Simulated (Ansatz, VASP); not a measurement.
# One calculation of TiB2, two programs

```
Ti B
1.0
     0.00000    2.41176    2.41176
     2.41176    0.00000    2.41176
     2.41176    2.41176    0.00000
Ti B
1 2
Cartesian
  3.6176 3.6176 3.6176
  2.4118 2.4118 2.4118
  1.2059 1.2059 1.2059
```

Alike in both runs: functional PBE; k mesh 7 × 7 × 7; occupations gaussian, width 0.2 eV; no spin polarisation.

Ansatz relaxed the structure, and its values are those at the end. VASP's run is a single point on that final structure, the one shown.

|  | VASP | Ansatz |
| --- | --- | --- |
| version | VASP 6.6.1 | Ansatz 0.2.0 |
| potentials or method | VASP PAW PBE potentials, release 64 (Ti_sv, B), cutoff 500 eV | scalar-relativistic, plane waves, PAW |
| valence electrons in the cell | 18 | 18 |

|  | VASP | Ansatz | Ansatz less VASP |
| --- | --- | --- | --- |
| gap on the k mesh at the Fermi level (eV) | none | none | - |
| pressure (GPa) | -0.1 | -0.1 | -0.07 |

A gap of «none» marks a metal or a gap that the smearing closes.
